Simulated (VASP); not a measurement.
# MgH4 (I-4m2) in VASP: single point with PBE

Aim: the single point of MgH4 with PBE.

All numbers are computed with VASP 6.6.1; they aren't measurements. Logs are shortened: lines on timing, memory, paths and dates and some standing lists are left out, and cuts for length are marked.

**1. The cell of the first run**

The structure is tetragonal, space group I-4m2 (No. 119). The conventional cell has a = 6.890 Å, b = 6.890 Å, c = 8.185 Å, α = 90.00°, β = 90.00°, γ = 90.00°. Within 1.6 Å of Mg (site symmetry 2mm) lie 1 Mg at 1.17 Å. Mg (site symmetry -4m2) has 8 H at 1.55 Å within 2.1 Å. H (site symmetry 2) has 2 H at 1.05 Å within 1.4 Å. Within 1.3 Å of H (site symmetry 1) lie 2 H at 0.90 to 1.24 Å.

The cell was generated, and may not be a known phase.

**2. Single point, PBE**

INCAR reads:

```
SYSTEM = MgH4
  PREC = Accurate
  ENCUT = 840
  EDIFF = 1E-6
  ISMEAR = 0
  SIGMA = 0.1
  LREAL = Auto
  LASPH = .TRUE.
  NELM = 120
  ALGO = Normal
  ISIF = 2
  LWAVE = .FALSE.
  LCHARG = .FALSE.
  GGA = PE
  NBANDS = 34
  GGA_COMPAT = .FALSE.
```

KPOINTS reads:

```
Automatic mesh
0
G
  4 4 4
  0 0 0
```

POSCAR reads:

```
MgH4
1.0
   -3.4448316600      3.4448316600      4.0925773600
    3.4448316600     -3.4448316600      4.0925773600
    3.4448316600      3.4448316600     -4.0925773600
Mg H
3 12
Direct
    0.8216726100      0.3216726100      0.5000000000
    0.6783273900      0.1783273900      0.5000000000
    0.5000000000      0.5000000000      0.0000000000
    0.0762263600      0.0762263600      0.1524527200
    0.9237736400      0.9237736400      0.8475472800
    0.9237736400      0.0762263600      0.0000000000
    0.0762263600      0.9237736400      0.0000000000
    0.5994241300      0.5753198800      0.8445659800
    0.7307539000      0.7548581500      0.1554340200
    0.4246801200      0.2692461000      0.0241042500
    0.2451418500      0.4005758700      0.9758957500
    0.7307539000      0.5753198800      0.9758957500
    0.5994241300      0.7548581500      0.0241042500
    0.2451418500      0.2692461000      0.8445659800
    0.4246801200      0.4005758700      0.1554340200
```

Potentials or basis: VASP PAW PBE potentials, release 64 (Mg_sv, H).

Run with:

```sh
> cat potpaw_PBE.64/Mg_sv/POTCAR potpaw_PBE.64/H/POTCAR > POTCAR
> mpirun -np 1 vasp_std > vasp.out
```

OUTCAR:

```text
SYSTEM = MgH4
   PREC = Accurate
   ENCUT = 840
   EDIFF = 1E-6
   ISMEAR = 0
   LREAL = Auto
   LASPH = .TRUE.
   NELM = 120
   ISIF = 2
   GGA = PE

 ion  position               nearest neighbor table
   1  0.822  0.322  0.500-   2 1.17
   2  0.678  0.178  0.500-   1 1.17
   3  0.500  0.500  0.000-  11 1.55  13 1.55   9 1.55  14 1.55   8 1.55  15 1.55  12 1.55  10 1.55

   4  0.076  0.076  0.152-
   5  0.924  0.924  0.848-
   6  0.924  0.076  0.000-
   7  0.076  0.924  0.000-
   8  0.599  0.575  0.845-   3 1.55
   9  0.731  0.755  0.155-   3 1.55
  10  0.425  0.269  0.024-   3 1.55
  11  0.245  0.401  0.976-   3 1.55
  12  0.731  0.575  0.976-   3 1.55
  13  0.599  0.755  0.024-   3 1.55
  14  0.245  0.269  0.845-   3 1.55
  15  0.425  0.401  0.155-   3 1.55

  LATTYP: Found a body centered tetragonal cell.
 ALAT       =     6.8896633200
 C/A-ratio  =     1.1880340649

  Lattice vectors:

 A1 = (  -3.4448316600,   3.4448316600,   4.0925773600)
 A2 = (   3.4448316600,  -3.4448316600,   4.0925773600)
 A3 = (   3.4448316600,   3.4448316600,  -4.0925773600)

Analysis of symmetry for initial positions (statically):
=====================================================================
 Subroutine PRICEL returns:
 Original cell was already a primitive cell.

 Routine SETGRP: Setting up the symmetry group for a
 body centered tetragonal supercell.

 Subroutine GETGRP returns: Found  8 space group operations
 (whereof  8 operations were pure point group operations)
 out of a pool of 16 trial point group operations.

The static configuration has the point symmetry D_2d.

Analysis of symmetry for dynamics (positions and initial velocities):
=====================================================================
 Subroutine PRICEL returns:
 Original cell was already a primitive cell.

 Routine SETGRP: Setting up the symmetry group for a
 body centered tetragonal supercell.

 Subroutine GETGRP returns: Found  8 space group operations
 (whereof  8 operations were pure point group operations)
 out of a pool of 16 trial point group operations.

The dynamic configuration has the point symmetry D_2d.

 Subroutine INISYM returns: Found  8 space group operations
 (whereof  8 operations are pure point group operations),
 and found     1 'primitive' translations

----------------------------------------------------------------------------------------

                                     Primitive cell

  volume of cell :     194.2643

  direct lattice vectors                    reciprocal lattice vectors
    -3.444831660  3.444831660  4.092577360     0.000000000  0.145144973  0.122172400
     3.444831660 -3.444831660  4.092577360     0.145144973  0.000000000  0.122172400
     3.444831660  3.444831660 -4.092577360     0.145144973  0.145144973  0.000000000

  length of vectors
     6.362618940  6.362618940  6.362618940     0.189718630  0.189718630  0.205265990

  position of ions in fractional coordinates (direct lattice)
     0.821672610  0.321672610  0.500000000
     0.678327390  0.178327390  0.500000000
     0.500000000  0.500000000  0.000000000
     0.076226360  0.076226360  0.152452720
     0.923773640  0.923773640  0.847547280
     0.923773640  0.076226360  0.000000000
     0.076226360  0.923773640  0.000000000
     0.599424130  0.575319880  0.844565980
     0.730753900  0.754858150  0.155434020
     0.424680120  0.269246100  0.024104250
     0.245141850  0.400575870  0.975895750
     0.730753900  0.575319880  0.975895750
     0.599424130  0.754858150  0.024104250
     0.245141850  0.269246100  0.844565980
     0.424680120  0.400575870  0.155434020

  ion indices of the primitive-cell ions
   primitive index   ion index
                 1           1
                 2           2
                 3           3
                 4           4
                 5           5
                 6           6
                 7           7
                 8           8
                 9           9
                10          10
                11          11
                12          12
                13          13
                14          14
                15          15

----------------------------------------------------------------------------------------

 KPOINTS: Automatic mesh

Automatic generation of k-mesh.
 Grid dimensions read from file:
 generate k-points for:    4    4    4

 Generating k-lattice:

  Cartesian coordinates                     Fractional coordinates (reciprocal lattice)
     0.000000000  0.036286243  0.030543100     0.250000000  0.000000000  0.000000000
     0.036286243  0.000000000  0.030543100     0.000000000  0.250000000  0.000000000
     0.036286243  0.036286243  0.000000000     0.000000000  0.000000000  0.250000000

  Length of vectors
     0.047429658  0.047429658  0.051316498

  Shift w.r.t. Gamma in fractional coordinates (k-lattice)
     0.000000000  0.000000000  0.000000000

 Subroutine IBZKPT returns following result:
 ===========================================

 Found     13 irreducible k-points:

 Following reciprocal coordinates:
            Coordinates               Weight
  0.000000  0.000000  0.000000      1.000000
  0.250000 -0.000000  0.000000      8.000000
  0.500000 -0.000000  0.000000      4.000000
  0.250000  0.250000  0.000000      8.000000
  0.500000  0.250000  0.000000     16.000000
 -0.250000  0.250000  0.000000      4.000000
  0.500000  0.500000  0.000000      2.000000
  0.250000  0.250000  0.250000      2.000000
 -0.250000  0.250000  0.250000      4.000000
  0.500000  0.500000  0.250000      4.000000
 -0.250000  0.500000  0.250000      8.000000
 -0.250000 -0.250000  0.250000      2.000000
  0.500000  0.500000  0.500000      1.000000
   k-points           NKPTS =     13   k-points in BZ     NKDIM =     13   number of bands    NBANDS=     34
   number of dos      NEDOS =    301   number of ions     NIONS =     15
   total plane-waves  NPLWV = 216000
   dimension x,y,z NGX =    60 NGY =   60 NGZ =   60
   dimension x,y,z NGXF=   120 NGYF=  120 NGZF=  120
   ions per type =               3  12
   NGX,Y,Z   is equivalent  to a cutoff of  15.68, 15.68, 15.68 a.u.
   NGXF,Y,Z  is equivalent  to a cutoff of  31.35, 31.35, 31.35 a.u.
 SYSTEM =  MgH4
   PREC   = accura    normal or accurate (medium, high low for compatibility)
   ISTART =      0    job   : 0-new  1-cont  2-samecut
   ICHARG =      2    charge: 1-file 2-atom 10-const
   ISPIN  =      1    spin polarized calculation?
   LNONCOLLINEAR =      F non collinear calculations
   LSORBIT =      F    spin-orbit coupling
   LASPH  =      T    aspherical Exc in radial PAW
   ENCUT  =  840.0 eV  61.74 Ry    7.86 a.u.  15.04 15.04 15.04*2*pi/ulx,y,z
   NELM   =    120;   NELMIN=  2; NELMDL= -5     # of ELM steps
   EDIFF  = 0.1E-05   stopping-criterion for ELM
   LREAL  =      T    real-space projection
   EDIFFG = 0.1E-04   stopping-criterion for IOM
   NSW    =      0    number of steps for IOM
   IBRION =     -1    ionic relax: 0-MD 1-quasi-New 2-CG
   NFREE  =      0    steps in history (QN), initial steepest desc. (CG)
   ISIF   =      2    stress and relaxation
   ISYM   =      2    0-nonsym 1-usesym 2-fastsym
   POTIM  = 0.5000    time-step for ionic-motion
   TEBEG  =    0.0;   TEEND  =   0.0 temperature during run
   PSTRESS=    0.0 pullay stress
   NELECT =      42.0000    total number of electrons
   NUPDOWN=      -1.0000    fix difference up-down
   EMIN   =  10.00;   EMAX   =-10.00  energy-range for DOS
   EFERMI =   0.00;   METHOD = LEGACY
   ISMEAR =     0;   SIGMA  =   0.10  broadening in eV -4-tet -1-fermi 0-gaus
   EFERMI_NEDOS =   21; number of points for ismear=-14 and -15
   IALGO  =     38    algorithm
   IMIX   =      4    mixing-type and parameters
     AMIX     =   0.40;   BMIX     =  1.00
     AMIX_MAG =   1.60;   BMIX_MAG =  1.00
  volume/ion in A,a.u.               =      12.95        87.40
  Fermi-wavevector in a.u.,A,eV,Ry     =   0.982563  1.856774 13.135467  0.965430
  Thomas-Fermi vector in A             =   2.113655
   LORBIT       =      0    0 simple, 1 ext, 2 COOP (PROOUT), +10 PAW based schemes
   GGA     = PE    functional components
   LHFCALC =     F    Hartree Fock is set to
   AEXX    =    0.0000 exact exchange contribution
   IVDW    =     0    specifies the selected vdW correction
   LEPSILON=     F    determine dielectric tensor
   LRPA    =     F    only Hartree local field effects (RPA)
 non-spin polarized calculation
 Gauss-broadening in eV      SIGMA  =   0.10
  energy-cutoff  :      840.00
  volume of cell :      194.26
 maximum number of plane-waves:     10762
   NGX = 31   NGY = 31   NGZ = 31

 number of electron      42.0000001 magnetization

 Free energy of the ion-electron system (eV)
  ---------------------------------------------------
  ext. energy  EPLUGINS =         0.00000000
  ---------------------------------------------------
  free energy    TOTEN  =        -3.56169980 eV

  energy without entropy =       -3.53750046  energy(sigma->0) =       -3.54960013

 E-fermi :  -0.9309     XC(G=0):  -6.6896

 val. band max:       -0.9962306026   @ k =   0.2500  -0.0000   0.0000
 cond. band min:      -0.9233894724   @ k =   0.5000  -0.0000   0.0000
 fundamental gap:      0.0728411303
 Fermi energy:        -0.9309228504

 k-point     1 :       0.0000    0.0000    0.0000
  band No.  band energies     occupation
      1     -87.4916      2.00000
      2     -80.8253      2.00000
      3     -76.5252      2.00000
      4     -55.0473      2.00000
      5     -51.3424      2.00000
      6     -51.3424      2.00000
[... 457 lines left out ...]
     32       5.1392      0.00000
     33       5.1392      0.00000
 [bands above 33 left out]

------------------------ aborting loop because EDIFF is reached ----------------------------------------

  FORCE on cell =-STRESS in cart. coord.  units (eV):
  Direction    XX          YY          ZZ          XY          YZ          ZX
  --------------------------------------------------------------------------------------
  -------------------------------------------------------------------------------------
  Total        6.8900589      6.8900589    117.7213054      0.0000000     -0.0000000      0.0000000
  in kB       56.8251538     56.8251538    970.8960965      0.0000000     -0.0000000      0.0000000
  external PRESSURE =     361.5154680 kB  Pullay stress =       0.0000000 kB

 VOLUME and BASIS-vectors are now :
 -----------------------------------------------------------------------------
  energy-cutoff  :      840.00
  volume of cell :      194.26
      direct lattice vectors                 reciprocal lattice vectors
    -3.444831660  3.444831660  4.092577360     0.000000000  0.145144973  0.122172400
     3.444831660 -3.444831660  4.092577360     0.145144973  0.000000000  0.122172400
     3.444831660  3.444831660 -4.092577360     0.145144973  0.145144973  0.000000000

 POSITION                                       TOTAL-FORCE (eV/Angst)
 -----------------------------------------------------------------------------------
      0.00000      3.44483      2.63294         0.000000      0.000000     85.267272
      0.00000      3.44483      1.45964         0.000000      0.000000    -85.267272
      0.00000      0.00000      4.09258         0.000000     -0.000000     -0.000000
      0.52517      0.52517      0.00000         1.290189      1.290189      0.000000
      2.91966      2.91966      4.09258        -1.290189     -1.290189     -0.000000
     -2.91966      2.91966      4.09258         1.290189     -1.290189     -0.000000
      2.91966     -2.91966      4.09258        -1.290189      1.290189     -0.000000
      2.82635      2.99242      1.35128        -3.345165     -0.993324      2.064224
      0.61848      0.45241      5.44386         3.345165      0.993324      2.064224
     -0.45241      0.61848      2.74130        -0.993324      3.345165     -2.064224
      3.89724      2.82635     -1.35128         0.993324     -3.345165     -2.064224
      2.82635      3.89724      1.35128        -3.345165      0.993324      2.064224
      0.61848     -0.45241      5.44386         3.345165     -0.993324      2.064224
      2.99242      2.82635     -1.35128        -0.993324     -3.345165     -2.064224
      0.45241      0.61848      2.74130         0.993324      3.345165     -2.064224
 -----------------------------------------------------------------------------------
    total drift:                               -0.000000      0.000000      0.000000

  FREE ENERGIE OF THE ION-ELECTRON SYSTEM (eV)
  ---------------------------------------------------
  free  energy   TOTEN  =        -3.5616997996 eV

  energy  without entropy=       -3.5375004633  energy(sigma->0) =       -3.54960013
```

It took 2.4 min on 1 thread of Intel Xeon 6975P-C (Granite Rapids), shared host; peak memory 0.5 GiB.

Results:

```
Free energy            : -3.5617 eV
Pressure               : 36.2 GPa
Largest force          : 85.267 eV/Å
Band gap on the k mesh : zero (bands 21 and 22 overlap by 0.40 eV)
```

Forces in eV/Å, atoms in the order of the input:
```
Mg    0.000   0.000  85.267
Mg    0.000   0.000 -85.267
Mg    0.000   0.000   0.000
H     1.290   1.290   0.000
H    -1.290  -1.290   0.000
H     1.290  -1.290   0.000
H    -1.290   1.290   0.000
H    -3.345  -0.993   2.064
H     3.345   0.993   2.064
H    -0.993   3.345  -2.064
H     0.993  -3.345  -2.064
H    -3.345   0.993   2.064
H     3.345  -0.993   2.064
H    -0.993  -3.345  -2.064
H     0.993   3.345  -2.064
```

Stress tensor (GPa, compression positive):
```
 5.68  0.00  0.00
 0.00  5.68  0.00
 0.00  0.00 97.09
```

Levels at points of the mesh, in eV from the Fermi level:
```csv
k point,band 19,band 20,band 21,band 22,band 23,band 24
"(0.00, 0.00, 0.00)",-0.69,-0.69,-0.25,-0.25,0.58,2.18
"(0.50, 0.00, 0.00)",-1.07,-0.93,0.01,0.10,0.89,1.35
"(0.50, 0.50, 0.00)",-1.07,-0.92,0.13,0.27,0.56,0.58
"(0.50, 0.50, 0.50)",-0.89,-0.89,-0.12,0.38,0.38,2.41
```

Caveat: atoms lie so close that the PAW spheres overlap strongly, which falsifies energies and pressures; the stress differs along the axes, from 6 to 97 GPa; forces of over 1 eV/Å act on the atoms, so gaps and moduli don't describe the material at rest.

The gap in the log of VASP goes by the Fermi energy; the results here count the filled bands.